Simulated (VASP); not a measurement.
# KI (P2_13) in VASP: further runs

Runs on KI. Level: PBE. Tasks: single point.

Everything below comes from runs of VASP 6.6.1. Logs are shortened: lines on timing, memory, paths and dates and some standing lists are left out, and cuts for length are marked.

**1. The cell of the first run**

The structure is cubic, space group P2_13 (No. 198). Conventional cell: a = 7.182 Å, b = 7.182 Å, c = 7.182 Å, α = 90.00°, β = 90.00°, γ = 90.00°. Within 4.7 Å of K (site symmetry 3) lie 6 I at 3.59 to 3.60 Å. Within 4.7 Å of I (site symmetry 3) lie 6 K at 3.59 to 3.60 Å.

**2. Single point, PBE**

File INCAR:

```
  PREC = Accurate
  ENCUT = 520
  EDIFF = 1E-7
  ISMEAR = 0
  SIGMA = 0.02
  LREAL = False
  LASPH = True
  NELM = 60
  ALGO = Normal
  ISIF = 2
  LWAVE = False
  LCHARG = False
  GGA = PE
  NBANDS = 42
```

File KPOINTS:

```
Automatic mesh
0
Gamma
  4 4 4
```

File POSCAR:

```
KI
1.0
    7.1817204009      0.0000000000      0.0000000000
    0.0000000000      7.1817204009      0.0000000000
    0.0000000000      0.0000000000      7.1817204009
K I
4 4
Direct
    0.2499912512      0.2499912512      0.2499912512
    0.2500087488      0.7500087488      0.7499912512
    0.7499912512      0.2500087488      0.7500087488
    0.7500087488      0.7499912512      0.2500087488
    0.7493040811      0.7493040811      0.7493040811
    0.7506959189      0.2506959189      0.2493040811
    0.2493040811      0.7506959189      0.2506959189
    0.2506959189      0.2493040811      0.7506959189
```

Potentials or basis: VASP PAW PBE potentials, release 64 (K_sv, I).

Started as:

```
> cat potpaw_PBE.64/K_sv/POTCAR potpaw_PBE.64/I/POTCAR > POTCAR
> mpirun -np 1 vasp_std > vasp.out
```

OUTCAR:

```text
PREC = Accurate
   ENCUT = 520
   EDIFF = 1E-7
   ISMEAR = 0
   LREAL = False
   LASPH = True
   NELM = 60
   ISIF = 2
   GGA = PE

 ion  position               nearest neighbor table
   1  0.250  0.250  0.250-   6 3.59   7 3.59   8 3.59   6 3.60   7 3.60   8 3.60
   2  0.250  0.750  0.750-   5 3.59   7 3.59   8 3.59   7 3.60   8 3.60   5 3.60
   3  0.750  0.250  0.750-   5 3.59   6 3.59   8 3.59   8 3.60   6 3.60   5 3.60
   4  0.750  0.750  0.250-   5 3.59   6 3.59   7 3.59   6 3.60   5 3.60   7 3.60
   5  0.749  0.749  0.749-   2 3.59   3 3.59   4 3.59   2 3.60   3 3.60   4 3.60
   6  0.751  0.251  0.249-   1 3.59   3 3.59   4 3.59   3 3.60   4 3.60   1 3.60
   7  0.249  0.751  0.251-   1 3.59   2 3.59   4 3.59   4 3.60   2 3.60   1 3.60
   8  0.251  0.249  0.751-   1 3.59   2 3.59   3 3.59   2 3.60   1 3.60   3 3.60

  LATTYP: Found a simple cubic cell.
 ALAT       =     7.1817204009

  Lattice vectors:

 A1 = (   7.1817204009,   0.0000000000,   0.0000000000)
 A2 = (   0.0000000000,   7.1817204009,   0.0000000000)
 A3 = (   0.0000000000,   0.0000000000,   7.1817204009)

Analysis of symmetry for initial positions (statically):
=====================================================================
 Subroutine PRICEL returns:
 Original cell was already a primitive cell.

 Routine SETGRP: Setting up the symmetry group for a
 simple cubic supercell.

 Subroutine GETGRP returns: Found 12 space group operations
 (whereof  3 operations were pure point group operations)
 out of a pool of 48 trial point group operations.

The static configuration has the point symmetry C_3 .
 The point group associated with its full space group is T   .

Analysis of symmetry for dynamics (positions and initial velocities):
=====================================================================
 Subroutine PRICEL returns:
 Original cell was already a primitive cell.

 Routine SETGRP: Setting up the symmetry group for a
 simple cubic supercell.

 Subroutine GETGRP returns: Found 12 space group operations
 (whereof  3 operations were pure point group operations)
 out of a pool of 48 trial point group operations.

The dynamic configuration has the point symmetry C_3 .
 The point group associated with its full space group is T   .

 Subroutine INISYM returns: Found 12 space group operations
 (whereof  3 operations are pure point group operations),
 and found     1 'primitive' translations

----------------------------------------------------------------------------------------

                                     Primitive cell

  volume of cell :     370.4124

  direct lattice vectors                    reciprocal lattice vectors
     7.181720401  0.000000000  0.000000000     0.139242402  0.000000000  0.000000000
     0.000000000  7.181720401  0.000000000     0.000000000  0.139242402  0.000000000
     0.000000000  0.000000000  7.181720401     0.000000000  0.000000000  0.139242402

  length of vectors
     7.181720401  7.181720401  7.181720401     0.139242402  0.139242402  0.139242402

  position of ions in fractional coordinates (direct lattice)
     0.249991251  0.249991251  0.249991251
     0.250008749  0.750008749  0.749991251
     0.749991251  0.250008749  0.750008749
     0.750008749  0.749991251  0.250008749
     0.749304081  0.749304081  0.749304081
     0.750695919  0.250695919  0.249304081
     0.249304081  0.750695919  0.250695919
     0.250695919  0.249304081  0.750695919

  ion indices of the primitive-cell ions
   primitive index   ion index
                 1           1
                 2           2
                 3           3
                 4           4
                 5           5
                 6           6
                 7           7
                 8           8

----------------------------------------------------------------------------------------

 KPOINTS: Automatic mesh

Automatic generation of k-mesh.
 Grid dimensions read from file:
 generate k-points for:    4    4    4

 Generating k-lattice:

  Cartesian coordinates                     Fractional coordinates (reciprocal lattice)
     0.034810601  0.000000000  0.000000000     0.250000000  0.000000000  0.000000000
     0.000000000  0.034810601  0.000000000     0.000000000  0.250000000  0.000000000
     0.000000000  0.000000000  0.034810601     0.000000000  0.000000000  0.250000000

  Length of vectors
     0.034810601  0.034810601  0.034810601

  Shift w.r.t. Gamma in fractional coordinates (k-lattice)
     0.000000000  0.000000000  0.000000000

 Subroutine IBZKPT returns following result:
 ===========================================

 Found     11 irreducible k-points:

 Following reciprocal coordinates:
            Coordinates               Weight
  0.000000  0.000000  0.000000      1.000000
  0.250000  0.000000  0.000000      6.000000
  0.500000  0.000000  0.000000      3.000000
  0.250000  0.250000  0.000000     12.000000
  0.500000  0.250000  0.000000      6.000000
 -0.250000  0.500000  0.000000      6.000000
  0.500000  0.500000  0.000000      3.000000
  0.250000  0.250000  0.250000      8.000000
  0.500000  0.250000  0.250000     12.000000
  0.500000  0.500000  0.250000      6.000000
  0.500000  0.500000  0.500000      1.000000
   k-points           NKPTS =     11   k-points in BZ     NKDIM =     11   number of bands    NBANDS=     42
   number of dos      NEDOS =    301   number of ions     NIONS =      8
   total plane-waves  NPLWV = 157464
   dimension x,y,z NGX =    54 NGY =   54 NGZ =   54
   dimension x,y,z NGXF=   108 NGYF=  108 NGZF=  108
   ions per type =               4   4
   NGX,Y,Z   is equivalent  to a cutoff of  12.50, 12.50, 12.50 a.u.
   NGXF,Y,Z  is equivalent  to a cutoff of  25.00, 25.00, 25.00 a.u.
 SYSTEM =  unknown system
   PREC   = accura    normal or accurate (medium, high low for compatibility)
   ISTART =      0    job   : 0-new  1-cont  2-samecut
   ICHARG =      2    charge: 1-file 2-atom 10-const
   ISPIN  =      1    spin polarized calculation?
   LNONCOLLINEAR =      F non collinear calculations
   LSORBIT =      F    spin-orbit coupling
   LASPH  =      T    aspherical Exc in radial PAW
   ENCUT  =  520.0 eV  38.22 Ry    6.18 a.u.  13.35 13.35 13.35*2*pi/ulx,y,z
   NELM   =     60;   NELMIN=  2; NELMDL= -5     # of ELM steps
   EDIFF  = 0.1E-06   stopping-criterion for ELM
   LREAL  =      F    real-space projection
   EDIFFG = 0.1E-05   stopping-criterion for IOM
   NSW    =      0    number of steps for IOM
   IBRION =     -1    ionic relax: 0-MD 1-quasi-New 2-CG
   NFREE  =      0    steps in history (QN), initial steepest desc. (CG)
   ISIF   =      2    stress and relaxation
   ISYM   =      2    0-nonsym 1-usesym 2-fastsym
   POTIM  = 0.5000    time-step for ionic-motion
   TEBEG  =    0.0;   TEEND  =   0.0 temperature during run
   PSTRESS=    0.0 pullay stress
   NELECT =      64.0000    total number of electrons
   NUPDOWN=      -1.0000    fix difference up-down
   EMIN   =  10.00;   EMAX   =-10.00  energy-range for DOS
   EFERMI =   0.00;   METHOD = LEGACY
   ISMEAR =     0;   SIGMA  =   0.02  broadening in eV -4-tet -1-fermi 0-gaus
   EFERMI_NEDOS =   21; number of points for ismear=-14 and -15
   IALGO  =     38    algorithm
   IMIX   =      4    mixing-type and parameters
     AMIX     =   0.40;   BMIX     =  1.00
     AMIX_MAG =   1.60;   BMIX_MAG =  1.00
  volume/ion in A,a.u.               =      46.30       312.46
  Fermi-wavevector in a.u.,A,eV,Ry     =   0.911814  1.723079 11.311952  0.831405
  Thomas-Fermi vector in A             =   2.036137
   LORBIT       =      0    0 simple, 1 ext, 2 COOP (PROOUT), +10 PAW based schemes
   GGA     = PE    functional components
   LHFCALC =     F    Hartree Fock is set to
   AEXX    =    0.0000 exact exchange contribution
   IVDW    =     0    specifies the selected vdW correction
   LEPSILON=     F    determine dielectric tensor
   LRPA    =     F    only Hartree local field effects (RPA)
 non-spin polarized calculation
 Gauss-broadening in eV      SIGMA  =   0.02
  energy-cutoff  :      520.00
  volume of cell :      370.41
 maximum number of plane-waves:     10026
 NGX is ok and might be reduce to    54
   NGX = 27   NGY = 27   NGZ = 27

 number of electron      63.9999997 magnetization

 Free energy of the ion-electron system (eV)
  ---------------------------------------------------
  ext. energy  EPLUGINS =         0.00000000
  ---------------------------------------------------
  free energy    TOTEN  =       -22.26048409 eV

  energy without entropy =      -22.26048409  energy(sigma->0) =      -22.26048409

 E-fermi :  -0.5582     XC(G=0):  -6.9880

 val. band max:       -0.6603661784   @ k =   0.0000   0.0000   0.0000
 cond. band min:       3.1922249387   @ k =   0.0000   0.0000   0.0000
 fundamental gap:      3.8525911171
 Fermi energy:        -0.5581554297

 k-point     1 :       0.0000    0.0000    0.0000
  band No.  band energies     occupation
      1     -29.2521      2.00000
      2     -29.2501      2.00000
      3     -29.2501      2.00000
      4     -29.2501      2.00000
      5     -12.7699      2.00000
      6     -12.7699      2.00000
[... 34 lines left out ...]
     41       5.8513      0.00000
     42       5.8513      0.00000

 k-point     2 :       0.2500    0.0000    0.0000
  band No.  band energies     occupation
      1     -29.2518      2.00000
      2     -29.2504      2.00000
      3     -29.2501      2.00000
      4     -29.2501      2.00000
      5     -12.7764      2.00000
      6     -12.7668      2.00000
[... 34 lines left out ...]
     41       6.2035      0.00000
     42       6.2035      0.00000

 k-point     3 :       0.5000    0.0000    0.0000
  band No.  band energies     occupation
      1     -29.2511      2.00000
      2     -29.2511      2.00000
      3     -29.2501      2.00000
      4     -29.2501      2.00000
      5     -12.7759      2.00000
      6     -12.7759      2.00000
[... 312 lines left out ...]
      4     -29.2506      2.00000
      5     -12.8275      2.00000
      6     -12.8275      2.00000
[... 34 lines left out ...]
     41       6.8370      0.00000
     42       6.8380      0.00000

 k-point    11 :       0.5000    0.5000    0.5000
  band No.  band energies     occupation
      1     -29.2506      2.00000
      2     -29.2506      2.00000
      3     -29.2506      2.00000
      4     -29.2506      2.00000
      5     -12.8429      2.00000
      6     -12.8429      2.00000
[... 34 lines left out ...]
     41       7.3822      0.00000
     42       7.3824      0.00000

------------------------ aborting loop because EDIFF is reached ----------------------------------------

  FORCE on cell =-STRESS in cart. coord.  units (eV):
  Direction    XX          YY          ZZ          XY          YZ          ZX
  --------------------------------------------------------------------------------------
  -------------------------------------------------------------------------------------
  Total        0.0508807      0.0508807      0.0508807     -0.0000000     -0.0000000      0.0000000
  in kB        0.2200788      0.2200788      0.2200788     -0.0000000     -0.0000000      0.0000000
  external PRESSURE =       0.2200788 kB  Pullay stress =       0.0000000 kB

 VOLUME and BASIS-vectors are now :
 -----------------------------------------------------------------------------
  energy-cutoff  :      520.00
  volume of cell :      370.41
      direct lattice vectors                 reciprocal lattice vectors
     7.181720401  0.000000000  0.000000000     0.139242402  0.000000000  0.000000000
     0.000000000  7.181720401  0.000000000     0.000000000  0.139242402  0.000000000
     0.000000000  0.000000000  7.181720401     0.000000000  0.000000000  0.139242402

 POSITION                                       TOTAL-FORCE (eV/Angst)
 -----------------------------------------------------------------------------------
      1.79537      1.79537      1.79537         0.003926      0.003926      0.003926
      1.79549      5.38635      5.38623        -0.003926     -0.003926      0.003926
      5.38623      1.79549      5.38635         0.003926     -0.003926     -0.003926
      5.38635      5.38623      1.79549        -0.003926      0.003926     -0.003926
      5.38129      5.38129      5.38129         0.005694      0.005694      0.005694
      5.39129      1.80043      1.79043        -0.005694     -0.005694      0.005694
      1.79043      5.39129      1.80043         0.005694     -0.005694     -0.005694
      1.80043      1.79043      5.39129        -0.005694      0.005694     -0.005694
 -----------------------------------------------------------------------------------
    total drift:                               -0.000000     -0.000000      0.000000

  FREE ENERGIE OF THE ION-ELECTRON SYSTEM (eV)
  ---------------------------------------------------
  free  energy   TOTEN  =       -22.2604840895 eV

  energy  without entropy=      -22.2604840895  energy(sigma->0) =      -22.26048409
```

It took 3.6 min on 1 thread of Intel Xeon Platinum 8259CL at 2.50GHz (Skylake/Cascade Lake), shared host; peak memory 0.46 GiB.

Results:

```yaml
Free_energy: -22.2605 eV
Pressure: 0.0 GPa
Largest_force: 0.010 eV/Å
Band_gap_on_the_k_mesh: 3.85 eV
```

Forces on the atoms (eV/Å):
```
K    0.004  0.004  0.004
K   -0.004 -0.004  0.004
K    0.004 -0.004 -0.004
K   -0.004  0.004 -0.004
I    0.006  0.006  0.006
I   -0.006 -0.006  0.006
I    0.006 -0.006 -0.006
I   -0.006  0.006 -0.006
```

Caveat: spin-orbit coupling is left out, which moves the levels of the heavy elements. A k mesh can miss the band edges.

**3. Single point, PBE**

File INCAR:

```
SYSTEM = KI
ALGO = Normal ; EDIFF = 1E-7
ENCUT = 520 ; GGA = PE
ISIF = 2 ; ISMEAR = 0
LASPH = .True. ; LCHARG = .True.
LELF = .True. ; LREAL = .False.
LVHAR = .True. ; LWAVE = .False.
NBANDS = 42 ; NELM = 100
PREC = Accurate ; SIGMA = 0.02
```

File KPOINTS:

```
k-points
0
Gamma
  4 4 4
  0 0 0
```

POSCAR is that of step 2.

Potentials or basis: VASP PAW PBE potentials, release 64 (K_sv, I).

Started as:

```
> cat potpaw_PBE.64/K_sv/POTCAR potpaw_PBE.64/I/POTCAR > POTCAR
> mpirun -np 1 vasp_std > vasp.out
```

Wall time 3.9 min (1 thread of Intel Xeon Platinum 8259CL at 2.50GHz (Skylake/Cascade Lake), shared host); peak memory 0.46 GiB.

Results (log left out):

| Quantity | Value |
| --- | --- |
| Free energy | -22.2605 eV |
| Pressure | 0.0 GPa |
| Largest force | 0.010 eV/Å |
| Band gap on the k mesh | 3.85 eV |

Forces in eV/Å, atoms in the order of the input:
```
K    0.004  0.004  0.004
K   -0.004 -0.004  0.004
K    0.004 -0.004 -0.004
K   -0.004  0.004 -0.004
I    0.006  0.006  0.006
I   -0.006 -0.006  0.006
I    0.006 -0.006 -0.006
I   -0.006  0.006 -0.006
```

Levels at points of the mesh, in eV from the valence-band top:
| k point | band 28 | band 29 | band 30 | band 31 | band 32 | band 33 | band 34 | band 35 | band 36 | band 37 |
| --- | --- | --- | --- | --- | --- | --- | --- | --- | --- | --- |
| (0.00, 0.00, 0.00) | -0.34 | -0.34 | 0.00 | 0.00 | 0.00 | 3.85 | 5.01 | 5.01 | 5.01 | 5.65 |
| (0.50, 0.00, 0.00) | -0.54 | -0.19 | -0.19 | -0.19 | -0.19 | 5.15 | 5.15 | 5.58 | 5.58 | 6.44 |
| (0.50, 0.50, 0.00) | -0.46 | -0.29 | -0.29 | -0.29 | -0.29 | 6.02 | 6.02 | 6.02 | 6.02 | 6.49 |
| (0.50, 0.50, 0.50) | -0.30 | -0.30 | -0.30 | -0.30 | -0.30 | 5.47 | 5.47 | 5.47 | 5.47 | 7.56 |

Caveat: spin-orbit coupling is left out, which moves the levels of the heavy elements.
